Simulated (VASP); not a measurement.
# NaCl (I4/mmm) in VASP: notebook

NaCl is run at these levels: PBE; tasks: single point.

All numbers are computed with VASP 6.6.1; they aren't measurements. Logs are shortened: lines on timing, memory, paths and dates and some standing lists are left out, and cuts for length are marked.

## (1) The cell of the first run

It takes space group I4/mmm (No. 139, tetragonal). The conventional cell has a = 3.895 Å, b = 3.895 Å, c = 5.797 Å, α = 90.00°, β = 90.00°, γ = 90.00°. Na (site symmetry 4/mmm) has 6 Cl at 2.75 to 2.90 Å within 3.6 Å. Cl (site symmetry 4/mmm) has 6 Na at 2.75 to 2.90 Å within 3.6 Å.

## (2) Single point, PBE

Input file INCAR:

```
PREC = Accurate ; ENCUT = 500
EDIFF = 1E-6 ; ISMEAR = 0
SIGMA = 0.02 ; LREAL = F
LASPH = T ; NELM = 120
ALGO = Normal ; ISIF = 2
LWAVE = F ; LCHARG = T
GGA = PE ; LELF = T
LVHAR = T ; NBANDS = 22
GGA_COMPAT = F
```

Input file KPOINTS:

```
regular mesh
0
Gamma
  6 6 4
```

Input file POSCAR:

```
NaCl
1.0
    3.8949183859      0.0000000000      0.0000000000
    0.0000000000      3.8949183859      0.0000000000
    0.0000000000      0.0000000000      5.7967173546
Na Cl
2 2
Direct
    0.0000000000      0.0000000000      0.0000000000
    0.5000000000      0.5000000000      0.5000000000
    0.5000000000      0.5000000000      0.0000000000
    0.0000000000      0.0000000000      0.5000000000
```

Potentials or basis: VASP PAW PBE potentials, release 64 (Na_pv, Cl).

On the command line:

```bash
> cat potpaw_PBE.64/Na_pv/POTCAR potpaw_PBE.64/Cl/POTCAR > POTCAR
> mpirun -np 1 vasp_std > vasp.out
```

OUTCAR:

```text
PREC = Accurate
   ENCUT = 500
   EDIFF = 1E-6
   ISMEAR = 0
   LREAL = F
   LASPH = T
   NELM = 120
   ISIF = 2
   GGA = PE

 ion  position               nearest neighbor table
   1  0.000  0.000  0.000-
   2  0.500  0.500  0.500-
   3  0.500  0.500  0.000-
   4  0.000  0.000  0.500-

  LATTYP: Found a simple tetragonal cell.
 ALAT       =     3.8949183859
 C/A-ratio  =     1.4882769753

  Lattice vectors:

 A1 = (   3.8949183859,   0.0000000000,   0.0000000000)
 A2 = (   0.0000000000,   3.8949183859,   0.0000000000)
 A3 = (   0.0000000000,   0.0000000000,   5.7967173546)

Analysis of symmetry for initial positions (statically):
=====================================================================
 Subroutine PRICEL returns following result:

  LATTYP: Found a body centered tetragonal cell.
 ALAT       =     3.8949183859
 C/A-ratio  =     1.4882769753

  Lattice vectors:

 A1 = (   1.9474591929,  -1.9474591929,  -2.8983586773)
 A2 = (  -1.9474591929,   1.9474591929,  -2.8983586773)
 A3 = (   1.9474591929,   1.9474591929,   2.8983586773)

   2 primitive cells build up your supercell.

 Routine SETGRP: Setting up the symmetry group for a
 simple tetragonal supercell.

 Subroutine GETGRP returns: Found 16 space group operations
 (whereof 16 operations were pure point group operations)
 out of a pool of 16 trial point group operations.

The static configuration has the point symmetry D_4h.

Analysis of symmetry for dynamics (positions and initial velocities):
=====================================================================
 Subroutine PRICEL returns following result:

  LATTYP: Found a body centered tetragonal cell.
 ALAT       =     3.8949183859
 C/A-ratio  =     1.4882769753

  Lattice vectors:

 A1 = (   1.9474591929,  -1.9474591929,  -2.8983586773)
 A2 = (  -1.9474591929,   1.9474591929,  -2.8983586773)
 A3 = (   1.9474591929,   1.9474591929,   2.8983586773)

   2 primitive cells build up your supercell.

 Routine SETGRP: Setting up the symmetry group for a
 simple tetragonal supercell.

 Subroutine GETGRP returns: Found 16 space group operations
 (whereof 16 operations were pure point group operations)
 out of a pool of 16 trial point group operations.

The dynamic configuration has the point symmetry D_4h.

 Subroutine INISYM returns: Found 16 space group operations
 (whereof 16 operations are pure point group operations),
 and found     2 'primitive' translations

----------------------------------------------------------------------------------------

                                     Primitive cell

  volume of cell :      43.9692

  direct lattice vectors                    reciprocal lattice vectors
     1.947459193 -1.947459193 -2.898358677     0.256744789  0.000000000 -0.172511430
    -1.947459193  1.947459193 -2.898358677     0.000000000  0.256744789 -0.172511430
     1.947459193  1.947459193  2.898358677     0.256744789  0.256744789  0.000000000

  length of vectors
     3.998209304  3.998209304  3.998209304     0.309318736  0.309318736  0.363091963

  position of ions in fractional coordinates (direct lattice)
     0.000000000  0.000000000  0.000000000
     0.500000000  0.500000000  0.000000000

  ion indices of the primitive-cell ions
   primitive index   ion index
                 1           1
                 2           4

----------------------------------------------------------------------------------------

 KPOINTS: regular mesh

Automatic generation of k-mesh.
 Grid dimensions read from file:
 generate k-points for:    6    6    4

 Generating k-lattice:

  Cartesian coordinates                     Fractional coordinates (reciprocal lattice)
     0.042790798  0.000000000  0.000000000     0.166666667  0.000000000  0.000000000
     0.000000000  0.042790798  0.000000000     0.000000000  0.166666667  0.000000000
     0.000000000  0.000000000  0.043127857     0.000000000  0.000000000  0.250000000

  Length of vectors
     0.042790798  0.042790798  0.043127857

  Shift w.r.t. Gamma in fractional coordinates (k-lattice)
     0.000000000  0.000000000  0.000000000

 Subroutine IBZKPT returns following result:
 ===========================================

 Found     30 irreducible k-points:

 Following reciprocal coordinates:
            Coordinates               Weight
  0.000000  0.000000  0.000000      1.000000
  0.166667  0.000000  0.000000      4.000000
  0.333333  0.000000  0.000000      4.000000
  0.500000  0.000000  0.000000      2.000000
  0.166667  0.166667  0.000000      4.000000
  0.333333  0.166667  0.000000      8.000000
[... 16 lines left out ...]
  0.333333  0.000000  0.500000      4.000000
  0.500000  0.000000  0.500000      2.000000
 [... further k-points ...]
   k-points           NKPTS =     30   k-points in BZ     NKDIM =     30   number of bands    NBANDS=     22
   number of dos      NEDOS =    301   number of ions     NIONS =      4
   total plane-waves  NPLWV =  32928
   dimension x,y,z NGX =    28 NGY =   28 NGZ =   42
   dimension x,y,z NGXF=    56 NGYF=   56 NGZF=   84
   ions per type =               2   2
   NGX,Y,Z   is equivalent  to a cutoff of  11.95, 11.95, 12.05 a.u.
   NGXF,Y,Z  is equivalent  to a cutoff of  23.90, 23.90, 24.09 a.u.
 SYSTEM =  unknown system
   PREC   = accura    normal or accurate (medium, high low for compatibility)
   ISTART =      0    job   : 0-new  1-cont  2-samecut
   ICHARG =      2    charge: 1-file 2-atom 10-const
   ISPIN  =      1    spin polarized calculation?
   LNONCOLLINEAR =      F non collinear calculations
   LSORBIT =      F    spin-orbit coupling
   LASPH  =      T    aspherical Exc in radial PAW
   ENCUT  =  500.0 eV  36.75 Ry    6.06 a.u.   7.10  7.10 10.57*2*pi/ulx,y,z
   NELM   =    120;   NELMIN=  2; NELMDL= -5     # of ELM steps
   EDIFF  = 0.1E-05   stopping-criterion for ELM
   LREAL  =      F    real-space projection
   EDIFFG = 0.1E-04   stopping-criterion for IOM
   NSW    =      0    number of steps for IOM
   IBRION =     -1    ionic relax: 0-MD 1-quasi-New 2-CG
   NFREE  =      0    steps in history (QN), initial steepest desc. (CG)
   ISIF   =      2    stress and relaxation
   ISYM   =      2    0-nonsym 1-usesym 2-fastsym
   POTIM  = 0.5000    time-step for ionic-motion
   TEBEG  =    0.0;   TEEND  =   0.0 temperature during run
   PSTRESS=    0.0 pullay stress
   NELECT =      28.0000    total number of electrons
   NUPDOWN=      -1.0000    fix difference up-down
   EMIN   =  10.00;   EMAX   =-10.00  energy-range for DOS
   EFERMI =   0.00;   METHOD = LEGACY
   ISMEAR =     0;   SIGMA  =   0.02  broadening in eV -4-tet -1-fermi 0-gaus
   EFERMI_NEDOS =   21; number of points for ismear=-14 and -15
   IALGO  =     38    algorithm
   IMIX   =      4    mixing-type and parameters
     AMIX     =   0.40;   BMIX     =  1.00
     AMIX_MAG =   1.60;   BMIX_MAG =  1.00
  volume/ion in A,a.u.               =      21.98       148.36
  Fermi-wavevector in a.u.,A,eV,Ry     =   1.117896  2.112516 17.003071  1.249690
  Thomas-Fermi vector in A             =   2.254522
   LORBIT       =      0    0 simple, 1 ext, 2 COOP (PROOUT), +10 PAW based schemes
   GGA     = PE    functional components
   LHFCALC =     F    Hartree Fock is set to
   AEXX    =    0.0000 exact exchange contribution
   IVDW    =     0    specifies the selected vdW correction
   LEPSILON=     F    determine dielectric tensor
   LRPA    =     F    only Hartree local field effects (RPA)
 non-spin polarized calculation
 Gauss-broadening in eV      SIGMA  =   0.02
  energy-cutoff  :      500.00
  volume of cell :       87.94
 maximum number of plane-waves:      2252
   NGX = 15   NGY = 15   NGZ = 21

 number of electron      28.0000025 magnetization

 Free energy of the ion-electron system (eV)
  ---------------------------------------------------
  ext. energy  EPLUGINS =         0.00000000
  ---------------------------------------------------
  free energy    TOTEN  =       -13.51619730 eV

  energy without entropy =      -13.51619730  energy(sigma->0) =      -13.51619730

 E-fermi :  -0.5051     XC(G=0):  -8.2481

 val. band max:       -0.5983543000   @ k =   0.0000   0.0000   0.0000
 cond. band min:       4.5689395845   @ k =   0.0000   0.0000   0.0000
 fundamental gap:      5.1672938845
 Fermi energy:        -0.5051334495

 k-point     1 :       0.0000    0.0000    0.0000
  band No.  band energies     occupation
      1     -21.4170      2.00000
      2     -21.3964      2.00000
      3     -21.3957      2.00000
      4     -21.3957      2.00000
      5     -21.3884      2.00000
      6     -21.3884      2.00000
[... 14 lines left out ...]
     21      10.6680      0.00000
     22      12.3918      0.00000

 k-point     2 :       0.1667    0.0000    0.0000
  band No.  band energies     occupation
      1     -21.4153      2.00000
      2     -21.4008      2.00000
      3     -21.3974      2.00000
      4     -21.3946      2.00000
      5     -21.3945      2.00000
      6     -21.3882      2.00000
[... 14 lines left out ...]
     21      10.9180      0.00000
     22      12.4411      0.00000

 k-point     3 :       0.3333    0.0000    0.0000
  band No.  band energies     occupation
      1     -21.4108      2.00000
      2     -21.4105      2.00000
      3     -21.4070      2.00000
      4     -21.4005      2.00000
      5     -21.3919      2.00000
      6     -21.3883      2.00000
[... 14 lines left out ...]
     21      11.6548      0.00000
     22      11.6587      0.00000
[... 476 lines left out ...]
 k-point    23 :       0.3333    0.0000    0.5000
  band No.  band energies     occupation
      1     -21.4187      2.00000
      2     -21.4187      2.00000
      3     -21.3970      2.00000
      4     -21.3970      2.00000
      5     -21.3901      2.00000
      6     -21.3901      2.00000
[... 14 lines left out ...]
     21      10.9482      0.00000
     22      10.9482      0.00000

 k-point    24 :       0.5000    0.0000    0.5000
  band No.  band energies     occupation
      1     -21.4235      2.00000
      2     -21.4235      2.00000
      3     -21.3975      2.00000
      4     -21.3975      2.00000
      5     -21.3894      2.00000
      6     -21.3894      2.00000
[... 14 lines left out ...]
     21      10.6743      0.00000
     22      10.6743      0.00000

 [... further k-points ...]

------------------------ aborting loop because EDIFF is reached ----------------------------------------

  FORCE on cell =-STRESS in cart. coord.  units (eV):
  Direction    XX          YY          ZZ          XY          YZ          ZX
  --------------------------------------------------------------------------------------
  -------------------------------------------------------------------------------------
  Total        1.1972084      1.1972084     -0.0275369      0.0000000     -0.0000000     -0.0000000
  in kB       21.8123021     21.8123021     -0.5017023      0.0000000     -0.0000000     -0.0000000
  external PRESSURE =      14.3743006 kB  Pullay stress =       0.0000000 kB

 VOLUME and BASIS-vectors are now :
 -----------------------------------------------------------------------------
  energy-cutoff  :      500.00
  volume of cell :       87.94
      direct lattice vectors                 reciprocal lattice vectors
     3.894918386  0.000000000  0.000000000     0.256744789  0.000000000  0.000000000
     0.000000000  3.894918386  0.000000000     0.000000000  0.256744789  0.000000000
     0.000000000  0.000000000  5.796717355     0.000000000  0.000000000  0.172511430

 POSITION                                       TOTAL-FORCE (eV/Angst)
 -----------------------------------------------------------------------------------
      0.00000      0.00000      0.00000        -0.000000     -0.000000     -0.000000
      1.94746      1.94746      2.89836         0.000000      0.000000      0.000000
      1.94746      1.94746      0.00000        -0.000000     -0.000000     -0.000000
      0.00000      0.00000      2.89836        -0.000000      0.000000     -0.000000
 -----------------------------------------------------------------------------------
    total drift:                                0.000000      0.000000      0.000000

  FREE ENERGIE OF THE ION-ELECTRON SYSTEM (eV)
  ---------------------------------------------------
  free  energy   TOTEN  =       -13.5161972956 eV

  energy  without entropy=      -13.5161972956  energy(sigma->0) =      -13.51619730
```

It took 31 s on 1 thread of Intel Xeon Platinum 8375C at 2.90GHz (Ice Lake), shared host; peak memory 0.19 GiB.

What came out:

```
Free energy            : -13.5162 eV
Pressure               : 1.4 GPa
Band gap on the k mesh : 5.17 eV
```

Stress tensor (GPa, compression positive):
```
 2.18  0.00  0.00
 0.00  2.18  0.00
 0.00  0.00 -0.05
```

## (3) Single point, PBE

This run uses another cell than the first one, of 22.19 Å³/atom.

Input file INCAR:

```
PREC = Accurate
ENCUT = 500
EDIFF = 1E-6
ISMEAR = 0
SIGMA = 0.1
LREAL = F
LASPH = T
NELM = 120
ALGO = Normal
ISIF = 2
LWAVE = F
LCHARG = T
GGA = PE
LELF = T
LVHAR = T
NBANDS = 22
GGA_COMPAT = F
```

KPOINTS is that of step 2.

Changes to POSCAR since step 2:

```diff
@@ -4,3 +4,3 @@
     0.0000000000      3.8949183859      0.0000000000
-    0.0000000000      0.0000000000      5.7967173546
+    0.0000000000      0.0000000000      5.8506896145
 Na Cl
```

Potentials or basis: VASP PAW PBE potentials, release 64 (Na_pv, Cl).

On the command line:

```bash
> cat potpaw_PBE.64/Na_pv/POTCAR potpaw_PBE.64/Cl/POTCAR > POTCAR
> mpirun -np 1 vasp_std > vasp.out
```

Wall time 31 s (1 thread of Intel Xeon Platinum 8375C at 2.90GHz (Ice Lake), shared host); peak memory 0.19 GiB.

It converged, with:

| Quantity | Value |
| --- | --- |
| Free energy | -13.5154 eV |
| Pressure | 1.2 GPa |
| Band gap on the k mesh | 5.13 eV |

Stress tensor (GPa, compression positive):
```
 2.05  0.00  0.00
 0.00  2.05  0.00
 0.00  0.00 -0.42
```

Levels at points of the mesh, in eV from the valence-band top:
```
           k point  band 12  band 13  band 14  band 15  band 16  band 17
(0.00, 0.00, 0.00)    -0.03    -0.03     0.00     5.13     7.59     8.20
(0.50, 0.00, 0.00)    -0.80    -0.25    -0.25     8.28     8.28     9.48
(0.50, 0.50, 0.00)    -0.76    -0.57    -0.57     7.56     7.56     7.99
(0.00, 0.00, 0.50)    -0.30    -0.30    -0.30     7.05     7.05     9.14
(0.50, 0.00, 0.50)    -0.33    -0.25    -0.25     7.27     7.27    10.68
(0.50, 0.50, 0.50)    -1.28    -0.69    -0.69     8.73     8.73     9.67
```

## (4) Single point, PBE

This run uses another cell than the first one, of 22.19 Å³/atom.

Input file INCAR:

```
SYSTEM = NaCl
  PREC = Accurate
  ENCUT = 500
  EDIFF = 1E-6
  ISMEAR = 0
  SIGMA = 0.02
  LREAL = .False.
  LASPH = .True.
  NELM = 120
  ALGO = Normal
  ISIF = 2
  LWAVE = .False.
  LCHARG = .False.
  GGA = PE
  NBANDS = 22
  GGA_COMPAT = .False.
```

Input file KPOINTS:

```
regular mesh
0
Gamma
  6 6 4
  0 0 0
```

POSCAR is that of step 3.

On the command line:

```bash
> cat potpaw_PBE.64/Na_pv/POTCAR potpaw_PBE.64/Cl/POTCAR > POTCAR
> mpirun -np 1 vasp_std > vasp.out
```

It took 29 s on 1 thread of Intel Xeon Platinum 8375C at 2.90GHz (Ice Lake), shared host; peak memory 0.19 GiB.

The run converged. Its results:

* Free energy: -13.5154 eV
* Pressure: 1.2 GPa
* Band gap on the k mesh: 5.13 eV

Stress tensor (GPa, compression positive):
```
 2.05  0.00  0.00
 0.00  2.05  0.00
 0.00  0.00 -0.42
```

Levels at points of the mesh, in eV from the valence-band top:
```
           k point  band 11  band 12  band 13  band 14  band 15  band 16  band 17  band 18
(0.00, 0.00, 0.00)    -0.54    -0.03    -0.03     0.00     5.13     7.59     8.20    10.82
(0.50, 0.00, 0.00)    -0.80    -0.80    -0.25    -0.25     8.28     8.28     9.48     9.48
(0.50, 0.50, 0.00)    -0.76    -0.76    -0.57    -0.57     7.56     7.56     7.99     7.99
(0.00, 0.00, 0.50)    -0.30    -0.30    -0.30    -0.30     7.05     7.05     9.14     9.14
(0.50, 0.00, 0.50)    -0.33    -0.33    -0.25    -0.25     7.27     7.27    10.68    10.68
(0.50, 0.50, 0.50)    -1.28    -1.28    -0.69    -0.69     8.73     8.73     9.67     9.67
```

## (5) The runs side by side

| cell | smearing | gap on the mesh (eV) | pressure (GPa) |
| --- | --- | --- | --- |
| a = 3.895, b = 3.895, c = 5.797 Å, 4 atoms | gaussian 0.02 eV | 5.17 | 1.4 |
| a = 3.895, b = 3.895, c = 5.851 Å, 4 atoms | gaussian 0.1 eV | 5.13 | 1.2 |
| a = 3.895, b = 3.895, c = 5.851 Å, 4 atoms | gaussian 0.02 eV | 5.13 | 1.2 |

Alike in all rows: task single point; level PBE; potentials or basis VASP PAW PBE potentials, release 64 (Na_pv, Cl); no spin polarisation; k mesh 6 × 6 × 4; cutoff (eV) 500.

Total energies depend on the potentials used, so only differences within one code and one set of settings carry meaning.
